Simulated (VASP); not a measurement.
Here is a VASP 6.6.1 calculation.

INCAR

```
PREC = Accurate
ENCUT = 520
EDIFF = 1E-6
ISMEAR = 0
SIGMA = 0.05
LREAL = False
LASPH = True
NELM = 100
ALGO = Normal
ISIF = 2
LWAVE = False
LCHARG = True
GGA = PE
LELF = True
LVHAR = True
NBANDS = 16
```

KPOINTS

```
regular mesh
0
Gamma
  8 8 8
```

POSCAR

```
GaP
1.0
    0.0000000000      2.6837233921      2.6149099718
    2.6837233921      0.0000000000      2.6149099718
    2.6837233921      2.6837233921      0.0000000000
Ga P
1 1
Direct
    0.0000000000      0.0000000000      0.0000000000
    0.7500000000      0.7500000000      0.7500000000
```

Potentials or basis: VASP PAW PBE potentials, release 64 (Ga_d, P).

The run is started by

```console
$ cat potpaw_PBE.64/Ga_d/POTCAR potpaw_PBE.64/P/POTCAR > POTCAR
$ mpirun -np 1 vasp_std > vasp.out
```

**Question.** What does it give for the band gap on the k mesh?

**Answer.** 1.26 eV, indirect (least direct gap 2.33 eV).

**Question.** Estimate the pressure.

**Answer.** 9.7 GPa.

Stress tensor (GPa, compression positive):
```
 9.15  0.00  0.00
 0.00  9.15  0.00
 0.00  0.00 10.95
```

Caveat: the cell differs from its parent crystal (strain -0.025 along x and y, -0.050 along z). A k mesh can miss the band edges.
